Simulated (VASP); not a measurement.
Runs of VASP 6.6.1 on Na3BiH6. The structure is that of space group Im-3m (No. 229), or close to it. The cells are those of the table. 

```tsv
task	cell	k mesh	cutoff (eV)	smearing	gap on the mesh (eV)	pressure (GPa)	largest force (eV/Å)
single point	a = 7.188 Å, angles 109.5°, 10 atoms	4 × 4 × 4	520	gaussian 0.1 eV	(b)	-0.1	-
relaxation of cell and atoms	relaxed from a = 5.760 Å, angles 109.5°, 10 atoms	4 × 4 × 4	600	gaussian 0.1 eV	1.65	0.0	0.01
single point	a = 7.188 Å, angles 109.5°, 10 atoms	6 × 6 × 6	520	gaussian 0.02 eV	1.76	-0.1	-
single point	a = 5.760 Å, angles 109.5°, 10 atoms	4 × 4 × 4	520	gaussian 0.1 eV	(a)	27.0	2.27
relaxation of cell and atoms	relaxed from a = 7.188 Å, angles 109.5°, 10 atoms	6 × 6 × 6	600	gaussian 0.02 eV	1.76	0.0	-
```

Alike in all rows: level PBE; potentials or basis VASP PAW PBE potentials, release 64 (Na_pv, Bi_d, H); no spin polarisation.

Question: Fill in the values left out.

Answer: (a) none; (b) 1.66.

Caveats: spin-orbit coupling is left out, which moves the levels of the heavy elements; forces of over 1 eV/Å act on the atoms, so gaps and moduli don't describe the material at rest (some runs); the relaxation stopped at its first step, so nothing moved (some runs).

A k mesh can miss the band edges, and the runs leave out spin-orbit coupling on Bi.
